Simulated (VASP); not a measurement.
The system is AgI.

```
CELL_PARAMETERS angstrom
0.00000 3.28863 3.28863
3.28863 0.00000 3.28863
3.28863 3.28863 0.00000
ATOMIC_POSITIONS crystal
Ag 0.00000 0.00000 0.00000
I 0.25000 0.25000 0.25000
```

Base run:

```yaml
Program: VASP 6.6.1
Functional: PBE
Potentials_or_basis: VASP PAW PBE potentials, release 64 (Ag, I)
Cutoff: 500 eV
k_mesh: 6 × 6 × 6
Occupations: gaussian, width 0.01 eV
Spin: no spin polarisation
```

Its results: band gap on the k mesh 1.34 eV, direct; pressure 0.6 GPa.

Question: The run is repeated on the same cell with these changes: functional from PBE to r2SCAN; cutoff from 500 eV to 550 eV. What comes out?

Answer: Band gap on the k mesh 1.79 eV, direct; pressure -0.1 GPa.

r2SCAN gives the wider gap, since meta-GGAs in the generalised Kohn-Sham scheme recover part of the derivative discontinuity.

Caveats: spin-orbit coupling is left out, which moves the levels of the heavy elements; the PAW data sets were made with another functional, which shifts forces and pressure a little (some runs).

